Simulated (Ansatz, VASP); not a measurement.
**One calculation of ScSiS4, two programs**

```
CELL_PARAMETERS angstrom
4.59115 0.00000 0.00000
-2.29557 3.97605 0.00000
0.00000 0.00000 9.84571
ATOMIC_POSITIONS crystal
Sc 0.00000 0.00000 0.50000
Si 0.00000 0.00000 0.00000
S 0.33333 0.66667 0.50000
S 0.66667 0.33333 0.50000
S 0.00000 0.00000 0.19737
S 0.00000 0.00000 0.80263
```

Alike in both runs: functional PBE; k mesh 12 × 12 × 4; occupations gaussian, width 0.1 eV; no spin polarisation.

Ansatz relaxed the structure, and its values are those at the end. VASP's run is a single point on that final structure, the one shown.

|  | VASP | Ansatz |
| --- | --- | --- |
| version | VASP 6.6.1 | Ansatz 0.2.0 |
| potentials or method | VASP PAW PBE potentials, release 64 (Sc_sv, Si, S), cutoff 520 eV | scalar-relativistic, plane waves, PAW |
| valence electrons in the cell | 39 | 39 |

|  | VASP | Ansatz | Ansatz less VASP |
| --- | --- | --- | --- |
| gap on the k mesh at the Fermi level (eV) | none | none | - |
| pressure (GPa) | -0.1 | 0.0 | +0.07 |
| rms of the force components (eV/Å) | 0.027 | 0.001 | -0.0258 |

A gap of «none» marks a metal or a gap that the smearing closes.
